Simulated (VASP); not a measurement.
# HfC (Immm) in VASP: a series of runs

Runs on HfC. Level: PBEsol. Tasks: single point.

Everything below comes from runs of VASP 6.6.1. Logs are shortened: lines on timing, memory, paths and dates and some standing lists are left out, and cuts for length are marked.

## (1) The cell of the first run

Symmetry: Immm, No. 71, orthorhombic system. The conventional cell has a = 3.196 Å, b = 3.380 Å, c = 4.650 Å, α = 90.00°, β = 90.00°, γ = 90.00°. Hf (site symmetry mmm) has 6 C at 2.33 Å and 12 Hf at 3.20 to 3.38 Å within 3.4 Å. Within 3.4 Å of C (site symmetry mmm) lie 6 Hf at 2.33 Å and 12 C at 3.20 to 3.38 Å.

## (2) Single point, PBEsol (strain +0.0562 x Voigt [0, 0, 0, 0, 1, 0])

Contents of INCAR:

```
SYSTEM = HfC
PREC = Accurate
ENCUT = 520
EDIFF = 1E-7
ISMEAR = 0
SIGMA = 0.15
LREAL = .FALSE.
LASPH = .TRUE.
NELM = 100
ALGO = Normal
ISIF = 2
LWAVE = .FALSE.
LCHARG = .TRUE.
GGA = PS
LELF = .TRUE.
LVHAR = .TRUE.
NBANDS = 14
```

Contents of KPOINTS:

```
regular mesh
0
G
  18 18 18
  0 0 0
```

Contents of POSCAR:

```
HfC
1.0
    0.0653325000      2.3250000000      2.3250000000
    2.3903325000      0.0000000000      2.3903325000
    2.3250000000      2.3250000000      0.0653325000
Hf C
1 1
Direct
    0.5000000000      0.5000000000      0.5000000000
    0.0000000000      0.0000000000      0.0000000000
```

Potentials or basis: VASP PAW PBE potentials, release 64 (Hf_pv, C).

The run is started by

```
$ cat potpaw_PBE.64/Hf_pv/POTCAR potpaw_PBE.64/C/POTCAR > POTCAR
$ mpirun -np 1 vasp_std > vasp.out
```

OUTCAR:

```text
SYSTEM = HfC
   PREC = Accurate
   ENCUT = 520
   EDIFF = 1E-7
   ISMEAR = 0
   LREAL = .FALSE.
   LASPH = .TRUE.
   NELM = 100
   ISIF = 2
   GGA = PS

 ion  position               nearest neighbor table
   1  0.500  0.500  0.500-   2 2.33   2 2.33   2 2.33   2 2.33   2 2.33   2 2.33
   2  0.000  0.000  0.000-   1 2.33   1 2.33   1 2.33   1 2.33   1 2.33   1 2.33

  LATTYP: Found a body centered orthorhombic cell.
 ALAT       =     3.1956524250
 B/A-ratio  =     1.0578248791
 C/A-ratio  =     1.4551019265

  Lattice vectors:

 A1 = (   0.0653325000,  -2.3250000000,   2.3250000000)
 A2 = (  -0.0653325000,  -2.3250000000,  -2.3250000000)
 A3 = (   2.3250000000,   2.3250000000,   0.0653325000)

Analysis of symmetry for initial positions (statically):
=====================================================================
 Subroutine PRICEL returns:
 Original cell was already a primitive cell.

 Routine SETGRP: Setting up the symmetry group for a
 body centered orthorhombic supercell.

 Subroutine GETGRP returns: Found  8 space group operations
 (whereof  8 operations were pure point group operations)
 out of a pool of  8 trial point group operations.

The static configuration has the point symmetry D_2h.

Analysis of symmetry for dynamics (positions and initial velocities):
=====================================================================
 Subroutine PRICEL returns:
 Original cell was already a primitive cell.

 Routine SETGRP: Setting up the symmetry group for a
 body centered orthorhombic supercell.

 Subroutine GETGRP returns: Found  8 space group operations
 (whereof  8 operations were pure point group operations)
 out of a pool of  8 trial point group operations.

The dynamic configuration has the point symmetry D_2h.

 Subroutine INISYM returns: Found  8 space group operations
 (whereof  8 operations are pure point group operations),
 and found     1 'primitive' translations

----------------------------------------------------------------------------------------

                                     Primitive cell

  volume of cell :      25.1163

  direct lattice vectors                    reciprocal lattice vectors
     0.065332500  2.325000000  2.325000000    -0.221271492  0.215053763  0.221271492
     2.390332500  0.000000000  2.390332500     0.209175920 -0.215053763  0.209175920
     2.325000000  2.325000000  0.065332500     0.221271492  0.215053763 -0.221271492

  length of vectors
     3.288695537  3.380440640  3.288695537     0.379697601  0.365728386  0.379697601

  position of ions in fractional coordinates (direct lattice)
     0.500000000  0.500000000  0.500000000
     0.000000000  0.000000000  0.000000000

  ion indices of the primitive-cell ions
   primitive index   ion index
                 1           1
                 2           2

----------------------------------------------------------------------------------------

 KPOINTS: regular mesh

Automatic generation of k-mesh.
 Grid dimensions read from file:
 generate k-points for:   18   18   18

 Generating k-lattice:

  Cartesian coordinates                     Fractional coordinates (reciprocal lattice)
    -0.012292861  0.011947431  0.012292861     0.055555556  0.000000000 -0.000000000
     0.011620884 -0.011947431  0.011620884     0.000000000  0.055555556  0.000000000
     0.012292861  0.011947431 -0.012292861     0.000000000  0.000000000  0.055555556

  Length of vectors
     0.021094311  0.020318244  0.021094311

  Shift w.r.t. Gamma in fractional coordinates (k-lattice)
     0.000000000  0.000000000  0.000000000

 Subroutine IBZKPT returns following result:
 ===========================================

 Found    865 irreducible k-points:

 Following reciprocal coordinates:
            Coordinates               Weight
  0.000000  0.000000  0.000000      1.000000
  0.055556  0.000000 -0.000000      4.000000
  0.111111  0.000000 -0.000000      4.000000
  0.166667  0.000000  0.000000      4.000000
  0.222222  0.000000 -0.000000      4.000000
  0.277778  0.000000 -0.000000      4.000000
[... 16 lines left out ...]
 -0.333333  0.055556 -0.000000      8.000000
 -0.277778  0.055556 -0.000000      8.000000
 [... further k-points ...]
   k-points           NKPTS =    865   k-points in BZ     NKDIM =    865   number of bands    NBANDS=     14
   number of dos      NEDOS =    301   number of ions     NIONS =      2
   total plane-waves  NPLWV =  16128
   dimension x,y,z NGX =    24 NGY =   28 NGZ =   24
   dimension x,y,z NGXF=    48 NGYF=   56 NGZF=   48
   ions per type =               1   1
   NGX,Y,Z   is equivalent  to a cutoff of  12.13, 13.77, 12.13 a.u.
   NGXF,Y,Z  is equivalent  to a cutoff of  24.26, 27.54, 24.26 a.u.
 SYSTEM =  HfC
   PREC   = accura    normal or accurate (medium, high low for compatibility)
   ISTART =      0    job   : 0-new  1-cont  2-samecut
   ICHARG =      2    charge: 1-file 2-atom 10-const
   ISPIN  =      1    spin polarized calculation?
   LNONCOLLINEAR =      F non collinear calculations
   LSORBIT =      F    spin-orbit coupling
   LASPH  =      T    aspherical Exc in radial PAW
   ENCUT  =  520.0 eV  38.22 Ry    6.18 a.u.   6.11  6.29  6.11*2*pi/ulx,y,z
   NELM   =    100;   NELMIN=  2; NELMDL= -5     # of ELM steps
   EDIFF  = 0.1E-06   stopping-criterion for ELM
   LREAL  =      F    real-space projection
   EDIFFG = 0.1E-05   stopping-criterion for IOM
   NSW    =      0    number of steps for IOM
   IBRION =     -1    ionic relax: 0-MD 1-quasi-New 2-CG
   NFREE  =      0    steps in history (QN), initial steepest desc. (CG)
   ISIF   =      2    stress and relaxation
   ISYM   =      2    0-nonsym 1-usesym 2-fastsym
   POTIM  = 0.5000    time-step for ionic-motion
   TEBEG  =    0.0;   TEEND  =   0.0 temperature during run
   PSTRESS=    0.0 pullay stress
   NELECT =      14.0000    total number of electrons
   NUPDOWN=      -1.0000    fix difference up-down
   EMIN   =  10.00;   EMAX   =-10.00  energy-range for DOS
   EFERMI =   0.00;   METHOD = LEGACY
   ISMEAR =     0;   SIGMA  =   0.15  broadening in eV -4-tet -1-fermi 0-gaus
   EFERMI_NEDOS =   21; number of points for ismear=-14 and -15
   IALGO  =     38    algorithm
   IMIX   =      4    mixing-type and parameters
     AMIX     =   0.40;   BMIX     =  1.00
     AMIX_MAG =   1.60;   BMIX_MAG =  1.00
  volume/ion in A,a.u.               =      12.56        84.75
  Fermi-wavevector in a.u.,A,eV,Ry     =   1.347304  2.546035 24.697674  1.815228
  Thomas-Fermi vector in A             =   2.475065
   LORBIT       =      0    0 simple, 1 ext, 2 COOP (PROOUT), +10 PAW based schemes
   GGA     = PS    functional components
   LHFCALC =     F    Hartree Fock is set to
   AEXX    =    0.0000 exact exchange contribution
   IVDW    =     0    specifies the selected vdW correction
   LEPSILON=     F    determine dielectric tensor
   LRPA    =     F    only Hartree local field effects (RPA)
 non-spin polarized calculation
 Gauss-broadening in eV      SIGMA  =   0.15
  energy-cutoff  :      520.00
  volume of cell :       25.12
 maximum number of plane-waves:       692
   NGX = 13   NGY = 13   NGZ = 13

 number of electron      14.0000001 magnetization

 Free energy of the ion-electron system (eV)
  ---------------------------------------------------
  ext. energy  EPLUGINS =         0.00000000
  ---------------------------------------------------
  free energy    TOTEN  =       -22.14046331 eV

  energy without entropy =      -22.13758952  energy(sigma->0) =      -22.13902641

 E-fermi :   5.8303     XC(G=0): -12.4257

 val. band max:        5.8256982577   @ k =  -0.0556   0.0000   0.0556
 cond. band min:       5.8377029045   @ k =   0.4444  -0.1111   0.4444
 fundamental gap:      0.0120046468
 Fermi energy:         5.8303121029

 k-point     1 :       0.0000    0.0000    0.0000
  band No.  band energies     occupation
      1     -23.7077      2.00000
      2     -23.6876      2.00000
      3     -23.6604      2.00000
      4      -6.4810      2.00000
      5       6.6639      0.00000
      6       6.7677      0.00000
      7       6.8264      0.00000
      8       7.0466      0.00000
      9       7.0641      0.00000
     10       7.5764      0.00000
     11       9.2138      0.00000
     12       9.2164      0.00000
     13      12.7037      0.00000
     14      16.7916      0.00000

 k-point     2 :       0.0556    0.0000   -0.0000
  band No.  band energies     occupation
      1     -23.7096      2.00000
      2     -23.7000      2.00000
      3     -23.6747      2.00000
      4      -6.3999      2.00000
      5       6.1767      0.00109
      6       6.3576      0.00000
      7       6.4956      0.00000
      8       7.0077      0.00000
      9       7.3131      0.00000
     10       7.8456      0.00000
     11       9.6288      0.00000
     12       9.6460      0.00000
     13      12.8998      0.00000
     14      17.0450      0.00000

 k-point     3 :       0.1111    0.0000   -0.0000
  band No.  band energies     occupation
      1     -23.7612      2.00000
      2     -23.7153      2.00000
      3     -23.6897      2.00000
      4      -6.1621      2.00000
      5       5.4560      1.99958
      6       5.4598      1.99952
      7       5.7766      1.38712
      8       7.2925      0.00000
      9       7.5907      0.00000
     10       8.1357      0.00000
     11      10.5541      0.00000
     12      10.5773      0.00000
     13      13.4138      0.00000
     14      17.7537      0.00000
[... 324 lines left out ...]
 k-point    23 :      -0.3333    0.0556   -0.0000
  band No.  band energies     occupation
      1     -24.2521      2.00000
      2     -23.7830      2.00000
      3     -23.7498      2.00000
      4      -3.8350      2.00000
      5       1.2029      2.00000
      6       3.0082      2.00000
      7       3.2931      2.00000
      8       9.3865      0.00000
      9       9.8535      0.00000
     10      10.4962      0.00000
     11      14.5586      0.00000
     12      15.0693      0.00000
     13      16.1143      0.00000
     14      19.5395      0.00000

 k-point    24 :      -0.2778    0.0556   -0.0000
  band No.  band energies     occupation
      1     -24.1444      2.00000
      2     -23.7731      2.00000
      3     -23.7339      2.00000
      4      -4.4654      2.00000
      5       2.0641      2.00000
      6       3.4031      2.00000
      7       3.6719      2.00000
      8       8.8604      0.00000
      9       9.0975      0.00000
     10       9.8963      0.00000
     11      13.6970      0.00000
     12      15.0300      0.00000
     13      15.2643      0.00000
     14      19.5651      0.00000

 [... further k-points ...]
[... 5 lines left out ...]
  --------------------------------------------------------------------------------------
  -------------------------------------------------------------------------------------
  Total       -1.0503820     -1.1040014     -1.0503820      0.0000000      0.0000000     -1.4917497
  in kB      -67.0042000    -70.4245988    -67.0042000      0.0000000      0.0000000    -95.1591918
  external PRESSURE =     -68.1443329 kB  Pullay stress =       0.0000000 kB

 VOLUME and BASIS-vectors are now :
 -----------------------------------------------------------------------------
  energy-cutoff  :      520.00
  volume of cell :       25.12
      direct lattice vectors                 reciprocal lattice vectors
     0.065332500  2.325000000  2.325000000    -0.221271492  0.215053763  0.221271492
     2.390332500  0.000000000  2.390332500     0.209175920 -0.215053763  0.209175920
     2.325000000  2.325000000  0.065332500     0.221271492  0.215053763 -0.221271492

 POSITION                                       TOTAL-FORCE (eV/Angst)
 -----------------------------------------------------------------------------------
      2.39033      2.32500      2.39033         0.000000      0.000000      0.000000
      0.00000      0.00000      0.00000        -0.000000     -0.000000     -0.000000
 -----------------------------------------------------------------------------------
    total drift:                                0.000000     -0.000000      0.000000

  FREE ENERGIE OF THE ION-ELECTRON SYSTEM (eV)
  ---------------------------------------------------
  free  energy   TOTEN  =       -22.1404633065 eV

  energy  without entropy=      -22.1375895224  energy(sigma->0) =      -22.13902641
```

It took 6 min on 1 thread of Intel Xeon 8259CL, shared host; peak memory 0.42 GiB.

Results:

```
Free energy            : -22.1405 eV
Pressure               : -6.8 GPa
Band gap on the k mesh : zero (bands 7 and 8 overlap by 1.38 eV)
```

Stress tensor (GPa, compression positive):
```
-6.70  0.00 -9.52
 0.00 -7.04  0.00
-9.52  0.00 -6.70
```

Levels at points of the mesh, in eV from the Fermi level:
| k point | band 5 | band 6 | band 7 | band 8 | band 9 | band 10 |
| --- | --- | --- | --- | --- | --- | --- |
| (0.00, 0.00, 0.00) | 0.83 | 0.94 | 1.00 | 1.22 | 1.23 | 1.75 |
| (0.50, 0.00, 0.00) | -6.15 | -3.36 | -2.96 | 5.14 | 5.27 | 6.29 |
| (0.00, 0.50, 0.00) | -6.24 | -3.05 | -2.60 | 4.60 | 5.44 | 5.85 |
| (0.50, 0.50, 0.00) | -2.61 | -1.85 | -0.10 | -0.09 | 5.21 | 6.59 |
| (0.50, 0.00, 0.50) | -2.61 | -1.86 | -0.37 | 0.20 | 5.31 | 6.70 |

Caveat: the cell differs from its parent crystal (strain +0.0562 x Voigt [0, 0, 0, 0, 1, 0]); the cell stands under tension; the PAW data sets were made with another functional, which shifts forces and pressure a little; spin-orbit coupling is left out, which moves the levels of the heavy elements.

## (3) Single point, PBEsol (strain +0.0187 x Voigt [0, 0, 0, 0, 1, 0])

Contents of INCAR:

```
SYSTEM = HfC
PREC = Accurate
ENCUT = 520
EDIFF = 1E-7
ISMEAR = 0
SIGMA = 0.15
LREAL = .False.
LASPH = .True.
NELM = 100
ALGO = Normal
ISIF = 2
LWAVE = .False.
LCHARG = .False.
GGA = PS
NBANDS = 14
```

Contents of KPOINTS:

```
regular mesh
0
Gamma
  18 18 18
  0 0 0
```

Contents of POSCAR:

```
HfC
1.0
    0.0217387500      2.3250000000      2.3250000000
    2.3467387500      0.0000000000      2.3467387500
    2.3250000000      2.3250000000      0.0217387500
Hf C
1 1
Direct
    0.5000000000      0.5000000000      0.5000000000
    0.0000000000      0.0000000000      0.0000000000
```

Potentials or basis: VASP PAW PBE potentials, release 64 (Hf_pv, C).

The run is started by

```
$ cat potpaw_PBE.64/Hf_pv/POTCAR potpaw_PBE.64/C/POTCAR > POTCAR
$ mpirun -np 1 vasp_std > vasp.out
```

It took 5 min on 1 thread of Intel Xeon 8259CL, shared host; peak memory 0.41 GiB.

The run converged. Its results:

```yaml
Free_energy: -22.1770 eV
Pressure: -7.0 GPa
Band_gap_on_the_k_mesh: zero (bands 7 and 8 overlap by 1.50 eV)
```

Stress tensor (GPa, compression positive):
```
-6.95  0.00 -3.17
 0.00 -6.98  0.00
-3.17  0.00 -6.95
```

Levels at points of the mesh, in eV from the Fermi level:
```tsv
k point	band 4	band 5	band 6	band 7	band 8	band 9	band 10	band 11
(0.00, 0.00, 0.00)	-12.29	0.97	1.03	1.09	1.21	1.34	1.48	3.37
(0.50, 0.00, 0.00)	-8.45	-6.16	-3.11	-2.97	5.25	5.38	5.87	6.47
(0.00, 0.50, 0.00)	-8.52	-6.19	-3.00	-2.86	5.10	5.35	5.77	6.57
(0.50, 0.50, 0.00)	-10.36	-2.58	-1.83	-0.08	-0.08	5.29	6.71	6.72
(0.50, 0.00, 0.50)	-10.36	-2.58	-1.83	-0.17	0.02	5.30	6.72	6.73
```

Caveat: the cell differs from its parent crystal (strain +0.0187 x Voigt [0, 0, 0, 0, 1, 0]); the cell stands under tension; the PAW data sets were made with another functional, which shifts forces and pressure a little; spin-orbit coupling is left out, which moves the levels of the heavy elements.
